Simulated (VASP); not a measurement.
# Ag (Fm-3m) in VASP: further runs

Ag is run at these levels: PBE; tasks: single point.

Program: VASP 6.6.1. These are calculated values, not measurements. Logs are shortened: lines on timing, memory, paths and dates and some standing lists are left out, and cuts for length are marked.

## 1. The cell of the first run

The structure is cubic, space group Fm-3m (No. 225). The conventional cell has a = 4.147 Å, b = 4.147 Å, c = 4.147 Å, α = 90.00°, β = 90.00°, γ = 90.00°. Within 3.9 Å of Ag (site symmetry m-3m) lie 12 Ag at 2.93 Å.

## 2. Single point, PBE

Contents of INCAR:

```
ALGO     = Normal         # electronic algorithm
EDIFF    = 1E-6           # SCF threshold, eV
ENCUT    = 520            # plane-wave cutoff, eV
GGA      = PE             # functional
ISIF     = 2              # what is computed and relaxed
ISMEAR   = 0              # smearing method
LASPH    = T              # aspherical terms in the spheres
LCHARG   = T              # write CHGCAR
LELF     = T              # ELF
LREAL    = F              # projectors in reciprocal space
LVHAR    = T            
LWAVE    = F              # write WAVECAR
NBANDS   = 12             # bands
NELM     = 60             # most SCF steps
PREC     = Accurate       # precision mode
SIGMA    = 0.15           # smearing width, eV
```

Contents of KPOINTS:

```
k-points
0
Gamma
  28 28 28
```

Contents of POSCAR:

```
Ag
1.0
    0.0000000000      2.0735956984      2.0735956984
    2.0735956984      0.0000000000      2.0735956984
    2.0735956984      2.0735956984      0.0000000000
Ag
1
Direct
    0.0000000000      0.0000000000      0.0000000000
```

Potentials or basis: VASP PAW PBE potentials, release 64 (Ag).

On the command line:

```sh
$ cat potpaw_PBE.64/Ag/POTCAR > POTCAR
$ mpirun -np 1 vasp_std > vasp.out
```

OUTCAR:

```text
EDIFF = 1E-6
   ENCUT = 520
   GGA = PE
   ISIF = 2
   ISMEAR = 0
   LASPH = T
   LREAL = F
   NELM = 60
   PREC = Accurate

 ion  position               nearest neighbor table
   1  0.000  0.000  0.000-

  LATTYP: Found a face centered cubic cell.
 ALAT       =     4.1471913968

  Lattice vectors:

 A1 = (   0.0000000000,   2.0735956984,   2.0735956984)
 A2 = (   2.0735956984,   0.0000000000,   2.0735956984)
 A3 = (   2.0735956984,   2.0735956984,   0.0000000000)

Analysis of symmetry for initial positions (statically):
=====================================================================
 Subroutine PRICEL returns:
 Original cell was already a primitive cell.

 Routine SETGRP: Setting up the symmetry group for a
 face centered cubic supercell.

 Subroutine GETGRP returns: Found 48 space group operations
 (whereof 48 operations were pure point group operations)
 out of a pool of 48 trial point group operations.

The static configuration has the point symmetry O_h .

Analysis of symmetry for dynamics (positions and initial velocities):
=====================================================================
 Subroutine PRICEL returns:
 Original cell was already a primitive cell.

 Routine SETGRP: Setting up the symmetry group for a
 face centered cubic supercell.

 Subroutine GETGRP returns: Found 48 space group operations
 (whereof 48 operations were pure point group operations)
 out of a pool of 48 trial point group operations.

The dynamic configuration has the point symmetry O_h .

 Subroutine INISYM returns: Found 48 space group operations
 (whereof 48 operations are pure point group operations),
 and found     1 'primitive' translations

----------------------------------------------------------------------------------------

                                     Primitive cell

  volume of cell :      17.8321

  direct lattice vectors                    reciprocal lattice vectors
     0.000000000  2.073595698  2.073595698    -0.241127043  0.241127043  0.241127043
     2.073595698  0.000000000  2.073595698     0.241127043 -0.241127043  0.241127043
     2.073595698  2.073595698  0.000000000     0.241127043  0.241127043 -0.241127043

  length of vectors
     2.932507160  2.932507160  2.932507160     0.417644290  0.417644290  0.417644290

  position of ions in fractional coordinates (direct lattice)
     0.000000000  0.000000000  0.000000000

  ion indices of the primitive-cell ions
   primitive index   ion index
                 1           1

----------------------------------------------------------------------------------------
[... 82 lines left out ...]
   NUPDOWN=      -1.0000    fix difference up-down
   EMIN   =  10.00;   EMAX   =-10.00  energy-range for DOS
   EFERMI =   0.00;   METHOD = LEGACY
   ISMEAR =     0;   SIGMA  =   0.15  broadening in eV -4-tet -1-fermi 0-gaus
   EFERMI_NEDOS =   21; number of points for ismear=-14 and -15
   IALGO  =     38    algorithm
   IMIX   =      4    mixing-type and parameters
     AMIX     =   0.40;   BMIX     =  1.00
     AMIX_MAG =   1.60;   BMIX_MAG =  1.00
  volume/ion in A,a.u.               =      17.83       120.34
  Fermi-wavevector in a.u.,A,eV,Ry     =   1.393601  2.633523 26.424181  1.942123
  Thomas-Fermi vector in A             =   2.517231
   LORBIT       =      0    0 simple, 1 ext, 2 COOP (PROOUT), +10 PAW based schemes
   GGA     = PE    functional components
   LHFCALC =     F    Hartree Fock is set to
   AEXX    =    0.0000 exact exchange contribution
   IVDW    =     0    specifies the selected vdW correction
   LEPSILON=     F    determine dielectric tensor
   LRPA    =     F    only Hartree local field effects (RPA)
 non-spin polarized calculation
 Gauss-broadening in eV      SIGMA  =   0.15
  energy-cutoff  :      520.00
  volume of cell :       17.83
 maximum number of plane-waves:       531
 NGX is ok and might be reduce to    24
   NGX = 11   NGY = 11   NGZ = 11

 number of electron      11.0000000 magnetization

 Free energy of the ion-electron system (eV)
  ---------------------------------------------------
  ext. energy  EPLUGINS =         0.00000000
  ---------------------------------------------------
  free energy    TOTEN  =        -2.71956780 eV

  energy without entropy =       -2.71669746  energy(sigma->0) =       -2.71813263

 E-fermi :   7.8836     XC(G=0): -11.9443

 val. band max:        7.8787389896   @ k =   0.5000   0.3214   0.1071
 cond. band min:       7.8958820490   @ k =   0.4643   0.2500   0.0000
 fundamental gap:      0.0171430595
 Fermi energy:         7.8836286637

 k-point     1 :       0.0000    0.0000    0.0000
  band No.  band energies     occupation
      1       0.3783      2.00000
      2       3.1723      2.00000
      3       3.1723      2.00000
      4       3.1723      2.00000
      5       4.1266      2.00000
      6       4.1266      2.00000
      7      23.7429      0.00000
      8      27.0559      0.00000
      9      27.0559      0.00000
     10      27.0559      0.00000
     11      31.7572      0.00000
     12      32.6188      0.00000
[... 331 lines left out ...]
 k-point    24 :       0.3214    0.0357    0.0000
  band No.  band energies     occupation
      1       1.8413      2.00000
      2       3.2910      2.00000
      3       3.3266      2.00000
      4       4.0062      2.00000
      5       4.5076      2.00000
      6       4.5848      2.00000
      7      16.4026      0.00000
      8      23.7956      0.00000
      9      25.6025      0.00000
     10      26.9988      0.00000
     11      29.6867      0.00000
     12      30.7333      0.00000

 [... further k-points ...]

------------------------ aborting loop because EDIFF is reached ----------------------------------------

  FORCE on cell =-STRESS in cart. coord.  units (eV):
  Direction    XX          YY          ZZ          XY          YZ          ZX
  --------------------------------------------------------------------------------------
  -------------------------------------------------------------------------------------
  Total       -0.0121133     -0.0121133     -0.0121133      0.0000000      0.0000000     -0.0000000
  in kB       -1.0883582     -1.0883582     -1.0883582      0.0000000      0.0000000     -0.0000000
  external PRESSURE =      -1.0883582 kB  Pullay stress =       0.0000000 kB

 VOLUME and BASIS-vectors are now :
 -----------------------------------------------------------------------------
  energy-cutoff  :      520.00
  volume of cell :       17.83
      direct lattice vectors                 reciprocal lattice vectors
     0.000000000  2.073595698  2.073595698    -0.241127043  0.241127043  0.241127043
     2.073595698  0.000000000  2.073595698     0.241127043 -0.241127043  0.241127043
     2.073595698  2.073595698  0.000000000     0.241127043  0.241127043 -0.241127043

 POSITION                                       TOTAL-FORCE (eV/Angst)
 -----------------------------------------------------------------------------------
      0.00000      0.00000      0.00000        -0.000000      0.000000      0.000000
 -----------------------------------------------------------------------------------
    total drift:                               -0.000000      0.000000      0.000000

  FREE ENERGIE OF THE ION-ELECTRON SYSTEM (eV)
  ---------------------------------------------------
  free  energy   TOTEN  =        -2.7195677972 eV

  energy  without entropy=       -2.7166974551  energy(sigma->0) =       -2.71813263
```

OSZICAR:

```text
N       E                     dE             d eps       ncg     rms          rms(c)
DAV:   1     0.522842165488E+02    0.52284E+02   -0.54855E+03 15096   0.824E+02
DAV:   2    -0.213990879009E+01   -0.54424E+02   -0.51239E+02 17368   0.193E+02
DAV:   3    -0.295913309135E+01   -0.81922E+00   -0.81874E+00 17708   0.250E+01
DAV:   4    -0.296171340395E+01   -0.25803E-02   -0.25802E-02 17260   0.148E+00
DAV:   5    -0.296173470993E+01   -0.21306E-04   -0.21307E-04 17832   0.121E-01    0.465E+00
DAV:   6    -0.272857889179E+01    0.23316E+00   -0.94752E-01 16296   0.865E+00    0.307E+00
DAV:   7    -0.272205902080E+01    0.65199E-02   -0.77773E-03 17376   0.844E-01    0.176E+00
DAV:   8    -0.271955483545E+01    0.25042E-02   -0.70541E-04 16896   0.205E-01    0.801E-02
DAV:   9    -0.271956261242E+01   -0.77770E-05   -0.87583E-06 17696   0.218E-02    0.252E-02
DAV:  10    -0.271956817614E+01   -0.55637E-05   -0.41901E-06 16992   0.194E-02    0.476E-03
DAV:  11    -0.271956779720E+01    0.37895E-06   -0.81905E-08  9252   0.241E-03
   1 F= -.27195678E+01 E0= -.27181326E+01  d E =-.287034E-02
```

Wall time 1.9 min (1 thread of Intel Xeon Platinum 8375C at 2.90GHz (Ice Lake), shared host); peak memory 0.25 GiB.

Results:

| Quantity | Value |
| --- | --- |
| Free energy | -2.7196 eV |
| Pressure | -0.1 GPa |

Levels at points of the mesh, in eV from the Fermi level:
```
           k point  band 4  band 5  band 6  band 7  band 8  band 9
(0.00, 0.00, 0.00)   -4.71   -3.76   -3.76   15.86   19.17   19.17
(0.50, 0.00, 0.00)   -3.02   -3.02   -0.34    3.30   15.09   17.35
(0.50, 0.50, 0.00)   -2.83   -2.83    1.59    6.34   10.38   10.38
```

(Part 1 of 2 ends here.)
